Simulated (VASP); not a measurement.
# MgO: single point with PBE

The system is MgO.

```
Mg O
1.0
     2.59187    0.00000    0.00000
     0.00000    2.59187    0.00000
     0.00000    0.00000    2.61639
Mg O
1 1
Direct
  0.00000 0.00000 0.00000
  0.50000 0.50000 0.50000
```

This cell differs from its parent crystal: epitaxial xy strain -1.2%.

```yaml
Program: VASP 6.6.1
Task: single point
Functional: PBE
Potentials_or_basis: VASP PAW PBE potentials, release 64 (Mg, O)
Cutoff: 520 eV
k_mesh: 10 × 10 × 10
Occupations: fermi-dirac, width 0.02 eV
Spin: no spin polarisation
Dipole_correction: no
Further_INCAR_settings: ALGO = Normal; EDIFF = 1e-06; NBANDS = 11
```

The pressure is 10.1 GPa. The band gap on the k mesh is 2.84 eV, indirect (least direct gap 3.87 eV).

Stress tensor (GPa, compression positive):
```
12.32  0.00  0.00
 0.00 12.32  0.00
 0.00  0.00  5.71
```

Levels at points of the mesh, in eV from the valence-band top:
```csv
k point,band 2,band 3,band 4,band 5,band 6,band 7
"(0.00, 0.00, 0.00)",-1.18,-1.03,-1.03,2.84,10.40,10.58
"(0.50, 0.00, 0.00)",-6.75,-0.71,-0.57,7.27,9.84,14.73
"(0.50, 0.50, 0.00)",-4.90,-4.90,-0.10,5.15,12.53,12.53
"(0.00, 0.00, 0.50)",-6.81,-0.59,-0.59,7.39,9.75,14.72
"(0.50, 0.00, 0.50)",-4.95,-4.93,0.00,5.01,12.49,12.66
"(0.50, 0.50, 0.50)",-3.84,-3.84,-3.82,7.60,7.60,7.67
```

Wall time 18 s on 1 thread of Intel(R) Xeon(R) Platinum 8488C (Sapphire Rapids) (shared host), peak memory 0.14 GiB.

Caveat: the cell differs from its parent crystal (epitaxial xy strain -1.2%). A k mesh can miss the band edges.
